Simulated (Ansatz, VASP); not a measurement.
# BP: VASP beside Ansatz

File INCAR:

```
ALGO = Normal
EDIFF = 1E-7
EDIFFG = -0.002
ENCUT = 500
GGA = PE
GGA_COMPAT = False
IBRION = 2
ISIF = 3
ISMEAR = 0
LASPH = True
LCHARG = False
LREAL = False
LWAVE = False
NELM = 120
NELMIN = 4
NSW = 100
PREC = Accurate
SIGMA = 0.02
```

The input KPOINTS:

```
k-points
0
Gamma
  10 10 10
```

POSCAR

```
BP
1.0
    0.0000000000      2.2660723800      2.2660723800
    2.2660723800      0.0000000000      2.2660723800
    2.2660723800      2.2660723800      0.0000000000
B P
1 1
Direct
    0.0000000000      0.0000000000      0.0000000000
    0.2500000000      0.2500000000      0.2500000000
```

Input for Ansatz:

```yaml
crystal:
  lattice:
    - [0.0, 2.26607238, 2.26607238]
    - [2.26607238, 0.0, 2.26607238]
    - [2.26607238, 2.26607238, 0.0]
  atoms:
    - { symbol: B, position: [0.0, 0.0, 0.0] }
    - { symbol: P, position: [0.25, 0.25, 0.25] }
basis:
  ecutwfc: 420
kpoints:
  mp_grid: { grid: [10, 10, 10] }
hamiltonian:
  xc: pbe
  pseudopotentials: { kind: paw }
scf:
  occupations: { method: gaussian, width: 0.02 }
output:
  forces: true
  stress: true
  eigenvalues: true
  write_density: true
  write_potential: true
  elf: true
  volumetric_format: npy
relax:
  adjacent_minimum: "off"
  f_tol: 0.002
  max_steps: 80
  cell: { stress_tol: 0.02 }
```

Alike in both runs: task relaxation of cell and atoms; functional PBE; k mesh 10 × 10 × 10; occupations gaussian, width 0.02 eV; no spin polarisation.

```csv
,VASP,Ansatz
version,VASP 6.6.1,Ansatz 0.2.0
potentials or method,"VASP PAW PBE potentials, release 64 (B, P), cutoff 500 eV","scalar-relativistic, plane waves, PAW"
valence electrons in the cell,8,8
```

```csv
,VASP,Ansatz,Ansatz less VASP
"gap on the k mesh at the Fermi level, each at its own relaxed structure (eV)",1.25,1.25,+0.006
relaxed volume (Å³/atom),11.75,11.76,+0.016
relaxed cell length with the largest relative difference (Å),3.215,3.216,+0.0015
```
